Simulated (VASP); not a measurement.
# Na (Im-3m) in VASP: notebook

The runs below take Na through single point, with HSE06.

Program: VASP 6.6.1. These are calculated values, not measurements. Logs are shortened: lines on timing, memory, paths and dates and some standing lists are left out, and cuts for length are marked.

### 1 The cell of the first run

The structure is cubic, space group Im-3m (No. 229). The conventional cell has a = 4.214 Å, b = 4.214 Å, c = 4.214 Å, α = 90.00°, β = 90.00°, γ = 90.00°. Within 4.8 Å of Na (site symmetry m-3m) lie 14 Na at 3.65 to 4.21 Å.

### 2 Single point, HSE06

Contents of POSCAR:

```
Na
1.0
   -2.1069767954      2.1069767954      2.1069767954
    2.1069767954     -2.1069767954      2.1069767954
    2.1069767954      2.1069767954     -2.1069767954
Na
1
Direct
    0.0000000000      0.0000000000      0.0000000000
```

Contents of INCAR.step1:

```
SYSTEM = Na
  ALGO = Normal
  EDIFF = 1E-5
  ENCUT = 400
  GGA = PE
  GGA_COMPAT = .FALSE.
  ISIF = 2
  ISMEAR = -1
  LASPH = .TRUE.
  LCHARG = .FALSE.
  LREAL = .FALSE.
  LWAVE = .TRUE.
  NBANDS = 10
  NELM = 120
  PREC = Accurate
  SIGMA = 0.1
```

Contents of INCAR.step2:

```
SYSTEM = Na
  ALGO = Normal
  EDIFF = 1E-6
  ENCUT = 400
  GGA = PE
  GGA_COMPAT = .FALSE.
  HFSCREEN = 0.2079
  ISIF = 2
  ISMEAR = -1
  ISTART = 1
  LASPH = .TRUE.
  LCHARG = .FALSE.
  LHFCALC = .TRUE.
  LREAL = .FALSE.
  LWAVE = .FALSE.
  NBANDS = 10
  NELM = 120
  PREC = Accurate
  PRECFOCK = Normal
  SIGMA = 0.1
```

Contents of KPOINTS:

```
k-points
0
G
  6 6 6
  0 0 0
```

Potentials or basis: VASP PAW PBE potentials, release 64 (Na_pv).

The run is started by

```bash
cat potpaw_PBE.64/Na_pv/POTCAR > POTCAR
cp INCAR.step1 INCAR
mpirun -np 1 vasp_std > vasp.out
cp INCAR.step2 INCAR
mpirun -np 1 vasp_std > vasp.out
```

OUTCAR:

```text
SYSTEM = Na
   EDIFF = 1E-6
   ENCUT = 400
   GGA = PE
   HFSCREEN = 0.2079
   ISIF = 2
   ISMEAR = -1
   ISTART = 1
   LASPH = .TRUE.
   LHFCALC = .TRUE.
   LREAL = .FALSE.
   NELM = 120
   PREC = Accurate
   PRECFOCK = Normal

 ion  position               nearest neighbor table
   1  0.000  0.000  0.000-

  LATTYP: Found a body centered cubic cell.
 ALAT       =     4.2139535908

  Lattice vectors:

 A1 = (  -2.1069767954,   2.1069767954,   2.1069767954)
 A2 = (   2.1069767954,  -2.1069767954,   2.1069767954)
 A3 = (   2.1069767954,   2.1069767954,  -2.1069767954)

Analysis of symmetry for initial positions (statically):
=====================================================================
 Subroutine PRICEL returns:
 Original cell was already a primitive cell.

 Routine SETGRP: Setting up the symmetry group for a
 body centered cubic supercell.

 Subroutine GETGRP returns: Found 48 space group operations
 (whereof 48 operations were pure point group operations)
 out of a pool of 48 trial point group operations.

The static configuration has the point symmetry O_h .

Analysis of symmetry for dynamics (positions and initial velocities):
=====================================================================
 Subroutine PRICEL returns:
 Original cell was already a primitive cell.

 Routine SETGRP: Setting up the symmetry group for a
 body centered cubic supercell.

 Subroutine GETGRP returns: Found 48 space group operations
 (whereof 48 operations were pure point group operations)
 out of a pool of 48 trial point group operations.

The dynamic configuration has the point symmetry O_h .

 Subroutine INISYM returns: Found 48 space group operations
 (whereof 48 operations are pure point group operations),
 and found     1 'primitive' translations

----------------------------------------------------------------------------------------

                                     Primitive cell

  volume of cell :      37.4144

  direct lattice vectors                    reciprocal lattice vectors
    -2.106976795  2.106976795  2.106976795     0.000000000  0.237306837  0.237306837
     2.106976795 -2.106976795  2.106976795     0.237306837  0.000000000  0.237306837
     2.106976795  2.106976795 -2.106976795     0.237306837  0.237306837  0.000000000

  length of vectors
     3.649390860  3.649390860  3.649390860     0.335602548  0.335602548  0.335602548

  position of ions in fractional coordinates (direct lattice)
     0.000000000  0.000000000  0.000000000

  ion indices of the primitive-cell ions
   primitive index   ion index
                 1           1

----------------------------------------------------------------------------------------

 KPOINTS: k-points

Automatic generation of k-mesh.
 Grid dimensions read from file:
 generate k-points for:    6    6    6

 Generating k-lattice:

  Cartesian coordinates                     Fractional coordinates (reciprocal lattice)
     0.000000000  0.039551140  0.039551140     0.166666667  0.000000000  0.000000000
     0.039551140  0.000000000  0.039551140     0.000000000  0.166666667  0.000000000
     0.039551140  0.039551140  0.000000000     0.000000000  0.000000000  0.166666667

  Length of vectors
     0.055933758  0.055933758  0.055933758

  Shift w.r.t. Gamma in fractional coordinates (k-lattice)
     0.000000000  0.000000000  0.000000000

 Subroutine IBZKPT returns following result:
 ===========================================

 Found     16 irreducible k-points:

 Following reciprocal coordinates:
            Coordinates               Weight
  0.000000  0.000000  0.000000      1.000000
  0.166667  0.000000  0.000000     12.000000
  0.333333  0.000000  0.000000     12.000000
  0.500000  0.000000  0.000000      6.000000
  0.166667  0.166667  0.000000     24.000000
  0.333333  0.166667  0.000000     48.000000
[... 8 lines left out ...]
  0.500000  0.500000  0.333333     12.000000
  0.500000  0.500000  0.500000      1.000000
   k-points           NKPTS =     16   k-points in BZ     NKDIM =    216   number of bands    NBANDS=     10
   number of dos      NEDOS =    301   number of ions     NIONS =      1
   total plane-waves  NPLWV =  13824
   dimension x,y,z NGX =    24 NGY =   24 NGZ =   24
   dimension x,y,z NGXF=    48 NGYF=   48 NGZF=   48
   ions per type =               1
   NGX,Y,Z   is equivalent  to a cutoff of  10.93, 10.93, 10.93 a.u.
   NGXF,Y,Z  is equivalent  to a cutoff of  21.87, 21.87, 21.87 a.u.
 SYSTEM =  Na
   PREC   = accura    normal or accurate (medium, high low for compatibility)
   ISTART =      1    job   : 0-new  1-cont  2-samecut
   ICHARG =      0    charge: 1-file 2-atom 10-const
   ISPIN  =      1    spin polarized calculation?
   LNONCOLLINEAR =      F non collinear calculations
   LSORBIT =      F    spin-orbit coupling
   LASPH  =      T    aspherical Exc in radial PAW
   ENCUT  =  400.0 eV  29.40 Ry    5.42 a.u.   5.95  5.95  5.95*2*pi/ulx,y,z
   NELM   =    120;   NELMIN=  2; NELMDL=  0     # of ELM steps
   EDIFF  = 0.1E-05   stopping-criterion for ELM
   LREAL  =      F    real-space projection
   EDIFFG = 0.1E-04   stopping-criterion for IOM
   NSW    =      0    number of steps for IOM
   IBRION =     -1    ionic relax: 0-MD 1-quasi-New 2-CG
   NFREE  =      0    steps in history (QN), initial steepest desc. (CG)
   ISIF   =      2    stress and relaxation
   ISYM   =      3    0-nonsym 1-usesym 2-fastsym
   POTIM  = 0.5000    time-step for ionic-motion
   TEBEG  =    0.0;   TEEND  =   0.0 temperature during run
   PSTRESS=    0.0 pullay stress
   NELECT =       7.0000    total number of electrons
   NUPDOWN=      -1.0000    fix difference up-down
   EMIN   =  10.00;   EMAX   =-10.00  energy-range for DOS
   EFERMI =   0.00;   METHOD = LEGACY
   ISMEAR =    -1;   SIGMA  =   0.10  broadening in eV -4-tet -1-fermi 0-gaus
   EFERMI_NEDOS =   21; number of points for ismear=-14 and -15
   IALGO  =     38    algorithm
   IMIX   =      1    mixing-type and parameters
     AMIX     =   0.40;   BMIX     =  1.00
     AMIX_MAG =   1.60;   BMIX_MAG =  1.00
  volume/ion in A,a.u.               =      37.41       252.49
  Fermi-wavevector in a.u.,A,eV,Ry     =   0.936327  1.769402 11.928352  0.876709
  Thomas-Fermi vector in A             =   2.063326
   LORBIT       =      0    0 simple, 1 ext, 2 COOP (PROOUT), +10 PAW based schemes
   GGA     = PE    functional components
   LHFCALC =     T    Hartree Fock is set to
   PRECFOCK=normal    Normal, Fast or Accurate (Low or Medium for compatibility)
   ENCUT4O =  -1.0   cutoff for four orbital integrals eV
   NKREDX  =     1    reduce k-point grid by
   NKREDY  =     1    reduce k-point grid by
   NKREDZ  =     1    reduce k-point grid by
   AEXX    =    0.2500 exact exchange contribution
   HFSCREEN=    0.2079 screening length (either q_TF or 0.3 A-1)
   HFSCREENC=   0.2079 screening length for correlation (either q_TF or 0.3 A-1)
   ENCUTFOCK=  -1.0 apply spherical cutoff to Coloumb kernel
   IVDW    =     0    specifies the selected vdW correction
   LEPSILON=     F    determine dielectric tensor
   LRPA    =     F    only Hartree local field effects (RPA)
 non-spin polarized calculation
  energy-cutoff  :      400.00
  volume of cell :       37.41
 maximum number of plane-waves:       702
  NGX = 18; NGY = 18; NGZ = 18

 number of electron       6.9999982 magnetization

 Free energy of the ion-electron system (eV)
  ---------------------------------------------------
  ext. energy  EPLUGINS =         0.00000000
  ---------------------------------------------------
  free energy    TOTEN  =        -1.38745988 eV

  energy without entropy =       -1.35651765  energy(sigma->0) =       -1.37198876

 E-fermi :   0.3460     XC(G=0):  -5.5027

 val. band max:       -0.1528021049   @ k =   0.1667   0.1667   0.1667
 cond. band min:       0.3708491395   @ k =   0.3333   0.1667   0.0000
 fundamental gap:      0.5236512444
 Fermi energy:         0.3459591932

 k-point     1 :       0.0000    0.0000    0.0000
  band No.  band energies     occupation
      1     -27.6039      2.00000
      2     -27.6039      2.00000
      3     -27.6039      2.00000
      4      -3.5089      2.00000
      5      12.5943      0.00000
      6      12.5943      0.00000
      7      12.5943      0.00000
      8      13.5614      0.00000
      9      13.5614      0.00000
     10      14.0615      0.00000

 k-point     2 :       0.1667    0.0000    0.0000
  band No.  band energies     occupation
      1     -27.6119      2.00000
      2     -27.6064      2.00000
      3     -27.6036      2.00000
      4      -2.9270      2.00000
      5       8.8431      0.00000
      6      10.8559      0.00000
      7      11.4328      0.00000
      8      11.7382      0.00000
      9      12.6357      0.00000
     10      14.6870      0.00000

 k-point     3 :       0.3333    0.0000    0.0000
  band No.  band energies     occupation
      1     -27.6280      2.00000
      2     -27.6117      2.00000
      3     -27.6034      2.00000
      4      -1.2294      2.00000
      5       4.8253      0.00000
      6       9.4664      0.00000
      7      10.3623      0.00000
      8      10.4717      0.00000
      9      11.6394      0.00000
     10      15.8631      0.00000

 k-point     4 :       0.5000    0.0000    0.0000
  band No.  band energies     occupation
      1     -27.6361      2.00000
      2     -27.6142      2.00000
      3     -27.6033      2.00000
      4       1.1595      0.00059
      5       1.7063      0.00000
      6       8.9961      0.00000
      7       9.9967      0.00000
      8      10.0492      0.00000
      9      11.2072      0.00000
     10      17.0624      0.00000
[... 118 lines left out ...]
 k-point    14 :      -0.3333    0.3333    0.3333
  band No.  band energies     occupation
      1     -27.6248      2.00000
      2     -27.6206      2.00000
      3     -27.6206      2.00000
      4       0.8977      0.00800
      5       6.1694      0.00000
      6       6.4580      0.00000
      7       6.4580      0.00000
      8       8.2101      0.00000
      9      12.5789      0.00000
     10      16.3422      0.00000

 k-point    15 :       0.5000    0.5000    0.3333
  band No.  band energies     occupation
      1     -27.6289      2.00000
      2     -27.6235      2.00000
      3     -27.6208      2.00000
      4       3.0723      0.00000
      5       3.6342      0.00000
      6       6.0320      0.00000
      7       6.5749      0.00000
      8       8.6076      0.00000
      9      10.3745      0.00000
     10      16.4305      0.00000

 k-point    16 :       0.5000    0.5000    0.5000
  band No.  band energies     occupation
      1     -27.6266      2.00000
      2     -27.6266      2.00000
      3     -27.6266      2.00000
      4       5.1977      0.00000
      5       5.1977      0.00000
      6       5.6073      0.00000
      7       5.6073      0.00000
      8       5.6073      0.00000
      9       8.5410      0.00000
     10      20.4251      0.00000

------------------------ aborting loop because EDIFF is reached ----------------------------------------

  FORCE on cell =-STRESS in cart. coord.  units (eV):
  Direction    XX          YY          ZZ          XY          YZ          ZX
  --------------------------------------------------------------------------------------
  -------------------------------------------------------------------------------------
  Total       -0.0138598     -0.0138598     -0.0138598      0.0000000     -0.0000000      0.0000000
  in kB       -0.5935119     -0.5935119     -0.5935119      0.0000000     -0.0000000      0.0000000
  external PRESSURE =      -0.5935119 kB  Pullay stress =       0.0000000 kB

 VOLUME and BASIS-vectors are now :
 -----------------------------------------------------------------------------
  energy-cutoff  :      400.00
  volume of cell :       37.41
      direct lattice vectors                 reciprocal lattice vectors
    -2.106976795  2.106976795  2.106976795     0.000000000  0.237306837  0.237306837
     2.106976795 -2.106976795  2.106976795     0.237306837  0.000000000  0.237306837
     2.106976795  2.106976795 -2.106976795     0.237306837  0.237306837  0.000000000

 POSITION                                       TOTAL-FORCE (eV/Angst)
 -----------------------------------------------------------------------------------
      0.00000      0.00000      0.00000         0.000000      0.000000      0.000000
 -----------------------------------------------------------------------------------
    total drift:                                0.000000      0.000001      0.000002

  FREE ENERGIE OF THE ION-ELECTRON SYSTEM (eV)
  ---------------------------------------------------
  free  energy   TOTEN  =        -1.3874598806 eV

  energy  without entropy=       -1.3565176479  energy(sigma->0) =       -1.37198876
```

Run time: 1.9 min. Hardware: 1 thread of Intel Xeon Platinum 8488C (Sapphire Rapids), shared host; peak memory 0.23 GiB.

Results:

| Property | Result |
| --- | --- |
| Free energy | -1.3875 eV |
| Pressure | -0.1 GPa |
| Band gap on the k mesh | zero (an odd number of electrons rules out a gap without spin polarisation) |

Caveat: the PAW data sets were made with another functional, which shifts forces and pressure a little.

### 3 Single point, HSE06

This run uses another cell than the first one, of 38.53 Å³/atom.

Contents of POSCAR:

```
Na
1.0
   -2.1276347480      2.1276347480      2.1276347480
    2.1276347480     -2.1276347480      2.1276347480
    2.1276347480      2.1276347480     -2.1276347480
Na
1
Direct
    0.0000000000      0.0000000000      0.0000000000
```

Contents of INCAR.step1:

```
PREC = Accurate ; ENCUT = 400
EDIFF = 1E-5 ; ISMEAR = -1
SIGMA = 0.1 ; LREAL = F
LASPH = T ; NELM = 120
ALGO = Normal ; ISIF = 2
LWAVE = T ; LCHARG = F
GGA = PE ; NBANDS = 10
GGA_COMPAT = F
```

Contents of INCAR.step2:

```
PREC = Accurate ; ENCUT = 400
EDIFF = 1E-6 ; ISMEAR = -1
SIGMA = 0.1 ; LREAL = F
LASPH = T ; NELM = 120
ALGO = Normal ; ISIF = 2
LWAVE = F ; LCHARG = F
GGA = PE ; LHFCALC = T
HFSCREEN = 0.2079 ; PRECFOCK = Normal
ISTART = 1 ; NBANDS = 10
GGA_COMPAT = F
```

Contents of KPOINTS:

```
regular mesh
0
Gamma
  6 6 6
```

Potentials or basis: VASP PAW PBE potentials, release 64 (Na_pv).

The run is started by

```bash
cat potpaw_PBE.64/Na_pv/POTCAR > POTCAR
cp INCAR.step1 INCAR
mpirun -np 1 vasp_std > vasp.out
cp INCAR.step2 INCAR
mpirun -np 1 vasp_std > vasp.out
```

Run time: 2.6 min. Hardware: 1 thread of Intel Xeon Platinum 8488C (Sapphire Rapids), shared host; peak memory 0.23 GiB.

The run converged. Its results:

```yaml
Free_energy: -1.3877 eV
Pressure: -0.3 GPa
Band_gap_on_the_k_mesh: zero (an odd number of electrons rules out a gap without spin polarisation)
```

Levels at points of the mesh, in eV from the Fermi level:
| k point | band 1 | band 2 | band 3 | band 4 | band 5 | band 6 |
| --- | --- | --- | --- | --- | --- | --- |
| (0.00, 0.00, 0.00) | -27.97 | -27.97 | -27.97 | -3.78 | 12.05 | 12.05 |
| (0.50, 0.00, 0.00) | -28.00 | -27.98 | -27.97 | 0.81 | 1.33 | 8.52 |
| (0.50, 0.50, 0.50) | -27.99 | -27.99 | -27.99 | 4.80 | 4.80 | 5.16 |

Caveat: the PAW data sets were made with another functional, which shifts forces and pressure a little.

The gap in the log of VASP goes by the Fermi energy; the results here count the filled bands.